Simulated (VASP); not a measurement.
# Mg2Sn (Fm-3m) in VASP: a series of runs

Runs on Mg2Sn. Level: r2SCAN. Tasks: single point.

Program: VASP 6.6.1. These are calculated values, not measurements. Logs are shortened: lines on timing, memory, paths and dates and some standing lists are left out, and cuts for length are marked.

## 1. The cell of the first run

It takes space group Fm-3m (No. 225, cubic). The conventional cell has a = 6.963 Å, b = 6.963 Å, c = 6.963 Å, α = 90.00°, β = 90.00°, γ = 90.00°. Within 4.0 Å of Sn (site symmetry m-3m) lie 8 Mg at 3.01 Å. Mg (site symmetry -43m) has 4 Sn at 3.01 Å and 6 Mg at 3.48 Å within 4.0 Å.

## 2. Single point, r2SCAN (strain +3.0%)

Input file POSCAR:

```
Mg2Sn
1.0
    0.0000000000      3.4813333405      3.4813333405
    3.4813333405      0.0000000000      3.4813333405
    3.4813333405      3.4813333405      0.0000000000
Sn Mg
1 2
Direct
    0.0000000000      0.0000000000      0.0000000000
    0.2500000000      0.2500000000      0.2500000000
    0.7500000000      0.7500000000      0.7500000000
```

Input file INCAR.step1:

```
  PREC = Accurate
  ENCUT = 660
  ISMEAR = -1
  SIGMA = 0.02
  LREAL = F
  LASPH = T
  NELM = 120
  NBANDS = 16
  GGA = PE
  ALGO = Normal
  EDIFF = 1E-5
  LWAVE = T
  LCHARG = F
  GGA_COMPAT = F
```

Input file INCAR.step2:

```
  PREC = Accurate
  ENCUT = 660
  EDIFF = 1E-6
  ISMEAR = -1
  SIGMA = 0.02
  LREAL = F
  LASPH = T
  NELM = 120
  ALGO = Normal
  ISIF = 2
  LWAVE = F
  LCHARG = F
  METAGGA = R2SCAN
  LMIXTAU = T
  NBANDS = 16
  ISTART = 1
  GGA_COMPAT = F
```

Input file KPOINTS:

```
Automatic mesh
0
Gamma
  6 6 6
```

Potentials or basis: VASP PAW PBE potentials, release 64 (Sn_d, Mg).

Launch:

```
$ cat potpaw_PBE.64/Sn_d/POTCAR potpaw_PBE.64/Mg/POTCAR > POTCAR
$ cp INCAR.step1 INCAR
$ mpirun -np 1 vasp_std > vasp.out
$ cp INCAR.step2 INCAR
$ mpirun -np 1 vasp_std > vasp.out
```

OUTCAR:

```text
PREC = Accurate
   ENCUT = 660
   EDIFF = 1E-6
   ISMEAR = -1
   LREAL = F
   LASPH = T
   NELM = 120
   ISIF = 2
   METAGGA = R2SCAN
   ISTART = 1

 ion  position               nearest neighbor table
   1  0.000  0.000  0.000-   3 3.01   3 3.01   3 3.01   2 3.01   2 3.01   2 3.01   3 3.01   2 3.01

   2  0.250  0.250  0.250-   1 3.01   1 3.01   1 3.01   1 3.01   3 3.48   3 3.48   3 3.48   3 3.48
                             3 3.48   3 3.48
   3  0.750  0.750  0.750-   1 3.01   1 3.01   1 3.01   1 3.01   2 3.48   2 3.48   2 3.48   2 3.48
                             2 3.48   2 3.48

  LATTYP: Found a face centered cubic cell.
 ALAT       =     6.9626666810

  Lattice vectors:

 A1 = (   0.0000000000,   3.4813333405,   3.4813333405)
 A2 = (   3.4813333405,   0.0000000000,   3.4813333405)
 A3 = (   3.4813333405,   3.4813333405,   0.0000000000)

Analysis of symmetry for initial positions (statically):
=====================================================================
 Subroutine PRICEL returns:
 Original cell was already a primitive cell.

 Routine SETGRP: Setting up the symmetry group for a
 face centered cubic supercell.

 Subroutine GETGRP returns: Found 48 space group operations
 (whereof 48 operations were pure point group operations)
 out of a pool of 48 trial point group operations.

The static configuration has the point symmetry O_h .

Analysis of symmetry for dynamics (positions and initial velocities):
=====================================================================
 Subroutine PRICEL returns:
 Original cell was already a primitive cell.

 Routine SETGRP: Setting up the symmetry group for a
 face centered cubic supercell.

 Subroutine GETGRP returns: Found 48 space group operations
 (whereof 48 operations were pure point group operations)
 out of a pool of 48 trial point group operations.

The dynamic configuration has the point symmetry O_h .

 Subroutine INISYM returns: Found 48 space group operations
 (whereof 48 operations are pure point group operations),
 and found     1 'primitive' translations

----------------------------------------------------------------------------------------

                                     Primitive cell

  volume of cell :      84.3853

  direct lattice vectors                    reciprocal lattice vectors
     0.000000000  3.481333340  3.481333340    -0.143623133  0.143623133  0.143623133
     3.481333340  0.000000000  3.481333340     0.143623133 -0.143623133  0.143623133
[... 78 lines left out ...]
   EDIFF  = 0.1E-05   stopping-criterion for ELM
   LREAL  =      F    real-space projection
   EDIFFG = 0.1E-04   stopping-criterion for IOM
   NSW    =      0    number of steps for IOM
   IBRION =     -1    ionic relax: 0-MD 1-quasi-New 2-CG
   NFREE  =      0    steps in history (QN), initial steepest desc. (CG)
   ISIF   =      2    stress and relaxation
   ISYM   =      2    0-nonsym 1-usesym 2-fastsym
   POTIM  = 0.5000    time-step for ionic-motion
   TEBEG  =    0.0;   TEEND  =   0.0 temperature during run
   PSTRESS=    0.0 pullay stress
   NELECT =      18.0000    total number of electrons
   NUPDOWN=      -1.0000    fix difference up-down
   EMIN   =  10.00;   EMAX   =-10.00  energy-range for DOS
   EFERMI =   0.00;   METHOD = LEGACY
   ISMEAR =    -1;   SIGMA  =   0.02  broadening in eV -4-tet -1-fermi 0-gaus
   EFERMI_NEDOS =   21; number of points for ismear=-14 and -15
   IALGO  =     38    algorithm
   IMIX   =      4    mixing-type and parameters
     AMIX     =   0.40;   BMIX     =  1.00
     AMIX_MAG =   1.60;   BMIX_MAG =  1.00
  volume/ion in A,a.u.               =      28.13       189.82
  Fermi-wavevector in a.u.,A,eV,Ry     =   0.978160  1.848455 13.018023  0.956798
  Thomas-Fermi vector in A             =   2.108914
   LORBIT       =      0    0 simple, 1 ext, 2 COOP (PROOUT), +10 PAW based schemes
   METAGGA = R2SCAN    functional components
   LHFCALC =     F    Hartree Fock is set to
   AEXX    =    0.0000 exact exchange contribution
   IVDW    =     0    specifies the selected vdW correction
   LEPSILON=     F    determine dielectric tensor
   LRPA    =     F    only Hartree local field effects (RPA)
 non-spin polarized calculation
  energy-cutoff  :      660.00
  volume of cell :       84.39
 maximum number of plane-waves:      3287
 NGX is ok and might be reduce to    42
   NGX = 21   NGY = 21   NGZ = 21

 number of electron      17.9999998 magnetization

 Free energy of the ion-electron system (eV)
  ---------------------------------------------------
  ext. energy  EPLUGINS =         0.00000000
  ---------------------------------------------------
  free energy    TOTEN  =       -33.71833254 eV

  energy without entropy =      -33.71759451  energy(sigma->0) =      -33.71796353

 E-fermi :   3.6072     XC(G=0):  -8.9588

 val. band max:        3.5974194087   @ k =   0.0000   0.0000   0.0000
 cond. band min:       3.6169486416   @ k =   0.5000   0.5000   0.0000
 fundamental gap:      0.0195292328
 Fermi energy:         3.6071838316

 k-point     1 :       0.0000    0.0000    0.0000
  band No.  band energies     occupation
      1     -17.8355      2.00000
      2     -17.8355      2.00000
      3     -17.8355      2.00000
      4     -17.7976      2.00000
      5     -17.7976      2.00000
      6      -5.4901      2.00000
[... 281 lines left out ...]
      3     -17.8298      2.00000
      4     -17.7986      2.00000
      5     -17.7957      2.00000
      6      -3.8033      2.00000
[... 8 lines left out ...]
     15      11.6601      0.00000
     16      11.9287      0.00000

------------------------ aborting loop because EDIFF is reached ----------------------------------------

  FORCE on cell =-STRESS in cart. coord.  units (eV):
  Direction    XX          YY          ZZ          XY          YZ          ZX
  --------------------------------------------------------------------------------------
  -------------------------------------------------------------------------------------
  Total       -1.8692483     -1.8692483     -1.8692483      0.0000000      0.0000000      0.0000000
  in kB      -35.4903891    -35.4903891    -35.4903891      0.0000000      0.0000000      0.0000000
  external PRESSURE =     -35.4903891 kB  Pullay stress =       0.0000000 kB

 VOLUME and BASIS-vectors are now :
 -----------------------------------------------------------------------------
  energy-cutoff  :      660.00
  volume of cell :       84.39
      direct lattice vectors                 reciprocal lattice vectors
     0.000000000  3.481333340  3.481333340    -0.143623133  0.143623133  0.143623133
     3.481333340  0.000000000  3.481333340     0.143623133 -0.143623133  0.143623133
     3.481333340  3.481333340  0.000000000     0.143623133  0.143623133 -0.143623133

 POSITION                                       TOTAL-FORCE (eV/Angst)
 -----------------------------------------------------------------------------------
      0.00000      0.00000      0.00000        -0.000000     -0.000000      0.000000
      1.74067      1.74067      1.74067         0.000000      0.000000      0.000000
      5.22200      5.22200      5.22200        -0.000000     -0.000000     -0.000000
 -----------------------------------------------------------------------------------
    total drift:                               -0.000000      0.000000      0.000000

  FREE ENERGIE OF THE ION-ELECTRON SYSTEM (eV)
  ---------------------------------------------------
  free  energy   TOTEN  =       -33.7183325411 eV

  energy  without entropy=      -33.7175945119  energy(sigma->0) =      -33.71796353
```

OUTCAR.step1:

```text
PREC = Accurate
   ENCUT = 660
   ISMEAR = -1
   LREAL = F
   LASPH = T
[... 520 lines left out ...]
      0.00000      0.00000      0.00000        -0.000000     -0.000000     -0.000000
      1.74067      1.74067      1.74067        -0.000000     -0.000000     -0.000000
      5.22200      5.22200      5.22200         0.000000      0.000000      0.000000
 -----------------------------------------------------------------------------------
    total drift:                               -0.000000      0.000000      0.000000

  FREE ENERGIE OF THE ION-ELECTRON SYSTEM (eV)
  ---------------------------------------------------
  free  energy   TOTEN  =        -7.3633792528 eV

  energy  without entropy=       -7.3633546553  energy(sigma->0) =       -7.36336695
```

OSZICAR.step1:

```text
N       E                     dE             d eps       ncg     rms          rms(c)
DAV:   1     0.103583600905E+03    0.10358E+03   -0.95029E+03   512   0.136E+03
DAV:   2     0.929410858846E+00   -0.10265E+03   -0.99942E+02   552   0.335E+02
DAV:   3    -0.745012789310E+01   -0.83795E+01   -0.83428E+01   680   0.797E+01
DAV:   4    -0.766640537886E+01   -0.21628E+00   -0.21625E+00   640   0.136E+01
DAV:   5    -0.767575381293E+01   -0.93484E-02   -0.93483E-02   744   0.263E+00    0.307E+00
DAV:   6    -0.742063819556E+01    0.25512E+00   -0.24491E-01   632   0.200E+00    0.165E+00
DAV:   7    -0.736122840321E+01    0.59410E-01   -0.18023E-01   624   0.249E+00    0.497E-01
DAV:   8    -0.736315163390E+01   -0.19232E-02   -0.16000E-02   672   0.146E+00    0.186E-01
DAV:   9    -0.736331427101E+01   -0.16264E-03   -0.10085E-03   640   0.412E-01    0.561E-02
DAV:  10    -0.736337168929E+01   -0.57418E-04   -0.70857E-05   624   0.794E-02    0.127E-02
DAV:  11    -0.736337925276E+01   -0.75635E-05   -0.66571E-06   496   0.166E-02
   1 F= -.73633793E+01 E0= -.73633670E+01  d E =-.245974E-04
```

Run time: 92 s. Hardware: 1 thread of Intel Xeon 6975P-C (Granite Rapids), shared host; peak memory 0.29 GiB.

What came out:

```
Free energy            : -33.7183 eV
Pressure               : -3.5 GPa
Band gap on the k mesh : 0.02 eV, indirect (least direct gap 1.48 eV)
```

Caveat: the cell differs from its parent crystal (strain +3.0%); the PAW data sets were made with another functional, which shifts forces and pressure a little; spin-orbit coupling is left out, which moves the levels of the heavy elements.

## 3. Single point, r2SCAN (strain +4.0%)

Input file POSCAR:

```
Mg2Sn
1.0
    0.0000000000      3.5151326934      3.5151326934
    3.5151326934      0.0000000000      3.5151326934
    3.5151326934      3.5151326934      0.0000000000
Sn Mg
1 2
Direct
    0.0000000000      0.0000000000      0.0000000000
    0.2500000000      0.2500000000      0.2500000000
    0.7500000000      0.7500000000      0.7500000000
```

Input file INCAR.step1:

```
SYSTEM = Mg2Sn
ALGO     = Normal         ! electronic algorithm
EDIFF    = 1E-5           ! SCF threshold, eV
ENCUT    = 660            ! plane-wave cutoff, eV
GGA      = PE             ! functional
GGA_COMPAT= .FALSE.      
ISMEAR   = -1             ! smearing method
LASPH    = .TRUE.         ! aspherical terms in the spheres
LCHARG   = .FALSE.        ! write CHGCAR
LREAL    = .FALSE.        ! projectors in reciprocal space
LWAVE    = .TRUE.         ! write WAVECAR
NBANDS   = 16             ! bands
NELM     = 120            ! most SCF steps
PREC     = Accurate       ! precision mode
SIGMA    = 0.02           ! smearing width, eV
```

Input file INCAR.step2:

```
SYSTEM = Mg2Sn
ALGO     = Normal         ! electronic algorithm
EDIFF    = 1E-6           ! SCF threshold, eV
ENCUT    = 660            ! plane-wave cutoff, eV
GGA_COMPAT= .FALSE.      
ISIF     = 2              ! what is computed and relaxed
ISMEAR   = -1             ! smearing method
ISTART   = 1            
LASPH    = .TRUE.         ! aspherical terms in the spheres
LCHARG   = .TRUE.         ! write CHGCAR
LELF     = .TRUE.         ! ELF
LMIXTAU  = .TRUE.       
LREAL    = .FALSE.        ! projectors in reciprocal space
LVHAR    = .TRUE.       
LWAVE    = .FALSE.        ! write WAVECAR
METAGGA  = R2SCAN         ! meta-GGA
NBANDS   = 16             ! bands
NELM     = 120            ! most SCF steps
PREC     = Accurate       ! precision mode
SIGMA    = 0.02           ! smearing width, eV
```

Input file KPOINTS:

```
k-points
0
G
  6 6 6
  0 0 0
```

Potentials or basis: VASP PAW PBE potentials, release 64 (Sn_d, Mg).

Launch:

```
$ cat potpaw_PBE.64/Sn_d/POTCAR potpaw_PBE.64/Mg/POTCAR > POTCAR
$ cp INCAR.step1 INCAR
$ mpirun -np 1 vasp_std > vasp.out
$ cp INCAR.step2 INCAR
$ mpirun -np 1 vasp_std > vasp.out
```

OUTCAR:

```text
SYSTEM = Mg2Sn
   EDIFF = 1E-6
   ENCUT = 660
   ISIF = 2
   ISMEAR = -1
   ISTART = 1
   LASPH = .TRUE.
   LREAL = .FALSE.
   METAGGA = R2SCAN
   NELM = 120
   PREC = Accurate

 ion  position               nearest neighbor table
   1  0.000  0.000  0.000-   3 3.04   3 3.04   3 3.04   2 3.04   3 3.04   2 3.04   2 3.04   2 3.04

   2  0.250  0.250  0.250-   1 3.04   1 3.04   1 3.04   1 3.04   3 3.52   3 3.52   3 3.52   3 3.52
                             3 3.52   3 3.52
   3  0.750  0.750  0.750-   1 3.04   1 3.04   1 3.04   1 3.04   2 3.52   2 3.52   2 3.52   2 3.52
                             2 3.52   2 3.52

  LATTYP: Found a face centered cubic cell.
 ALAT       =     7.0302653868

  Lattice vectors:

 A1 = (   0.0000000000,   3.5151326934,   3.5151326934)
 A2 = (   3.5151326934,   0.0000000000,   3.5151326934)
 A3 = (   3.5151326934,   3.5151326934,   0.0000000000)

Analysis of symmetry for initial positions (statically):
=====================================================================
 Subroutine PRICEL returns:
 Original cell was already a primitive cell.

 Routine SETGRP: Setting up the symmetry group for a
 face centered cubic supercell.

 Subroutine GETGRP returns: Found 48 space group operations
 (whereof 48 operations were pure point group operations)
 out of a pool of 48 trial point group operations.

The static configuration has the point symmetry O_h .

Analysis of symmetry for dynamics (positions and initial velocities):
=====================================================================
 Subroutine PRICEL returns:
 Original cell was already a primitive cell.

 Routine SETGRP: Setting up the symmetry group for a
 face centered cubic supercell.

 Subroutine GETGRP returns: Found 48 space group operations
 (whereof 48 operations were pure point group operations)
 out of a pool of 48 trial point group operations.

The dynamic configuration has the point symmetry O_h .

 Subroutine INISYM returns: Found 48 space group operations
 (whereof 48 operations are pure point group operations),
[... 109 lines left out ...]
     AMIX_MAG =   1.60;   BMIX_MAG =  1.00
  volume/ion in A,a.u.               =      28.96       195.40
  Fermi-wavevector in a.u.,A,eV,Ry     =   0.968755  1.830681 12.768880  0.938486
  Thomas-Fermi vector in A             =   2.098751
   LORBIT       =      0    0 simple, 1 ext, 2 COOP (PROOUT), +10 PAW based schemes
   METAGGA = R2SCAN    functional components
   LHFCALC =     F    Hartree Fock is set to
   AEXX    =    0.0000 exact exchange contribution
   IVDW    =     0    specifies the selected vdW correction
   LEPSILON=     F    determine dielectric tensor
   LRPA    =     F    only Hartree local field effects (RPA)
 non-spin polarized calculation
  energy-cutoff  :      660.00
  volume of cell :       86.87
 maximum number of plane-waves:      3383
 NGX is ok and might be reduce to    42
   NGX = 21   NGY = 21   NGZ = 21

 number of electron      18.0000000 magnetization

 Free energy of the ion-electron system (eV)
  ---------------------------------------------------
  ext. energy  EPLUGINS =         0.00000000
  ---------------------------------------------------
  free energy    TOTEN  =       -33.65658034 eV

  energy without entropy =      -33.65587032  energy(sigma->0) =      -33.65622533

 E-fermi :   3.3967     XC(G=0):  -8.8524

 val. band max:        3.3831332782   @ k =   0.5000   0.5000   0.0000
 cond. band min:       3.4102154363   @ k =   0.0000   0.0000   0.0000
 fundamental gap:      0.0270821581
 Fermi energy:         3.3966746963

 k-point     1 :       0.0000    0.0000    0.0000
  band No.  band energies     occupation
      1     -18.0274      2.00000
      2     -18.0274      2.00000
      3     -18.0274      2.00000
      4     -17.9924      2.00000
      5     -17.9924      2.00000
      6      -5.5535      2.00000
[... 281 lines left out ...]
      3     -18.0224      2.00000
      4     -17.9932      2.00000
      5     -17.9907      2.00000
      6      -3.9354      2.00000
[... 8 lines left out ...]
     15      11.2992      0.00000
     16      11.5653      0.00000

------------------------ aborting loop because EDIFF is reached ----------------------------------------

  FORCE on cell =-STRESS in cart. coord.  units (eV):
  Direction    XX          YY          ZZ          XY          YZ          ZX
  --------------------------------------------------------------------------------------
  -------------------------------------------------------------------------------------
  Total       -2.3661270     -2.3661270     -2.3661270     -0.0000000     -0.0000000      0.0000000
  in kB      -43.6408775    -43.6408775    -43.6408775     -0.0000000     -0.0000000      0.0000000
  external PRESSURE =     -43.6408775 kB  Pullay stress =       0.0000000 kB

 VOLUME and BASIS-vectors are now :
 -----------------------------------------------------------------------------
  energy-cutoff  :      660.00
  volume of cell :       86.87
      direct lattice vectors                 reciprocal lattice vectors
     0.000000000  3.515132693  3.515132693    -0.142242141  0.142242141  0.142242141
     3.515132693  0.000000000  3.515132693     0.142242141 -0.142242141  0.142242141
     3.515132693  3.515132693  0.000000000     0.142242141  0.142242141 -0.142242141

 POSITION                                       TOTAL-FORCE (eV/Angst)
 -----------------------------------------------------------------------------------
      0.00000      0.00000      0.00000         0.000000      0.000000     -0.000000
      1.75757      1.75757      1.75757         0.000000     -0.000000      0.000000
      5.27270      5.27270      5.27270        -0.000000      0.000000     -0.000000
 -----------------------------------------------------------------------------------
    total drift:                               -0.000000      0.000000      0.000000

  FREE ENERGIE OF THE ION-ELECTRON SYSTEM (eV)
  ---------------------------------------------------
  free  energy   TOTEN  =       -33.6565803416 eV

  energy  without entropy=      -33.6558703234  energy(sigma->0) =      -33.65622533
```

Wall time 96 s (1 thread of Intel Xeon 6975P-C (Granite Rapids), shared host); peak memory 0.29 GiB.

What came out:

```yaml
Free_energy: -33.6566 eV
Pressure: -4.4 GPa
Band_gap_on_the_k_mesh: zero (band 9 reaches 3.41 eV, above the bottom of band 10 at 3.38 eV)
```

Caveat: the cell differs from its parent crystal (strain +4.0%); the PAW data sets were made with another functional, which shifts forces and pressure a little; spin-orbit coupling is left out, which moves the levels of the heavy elements.
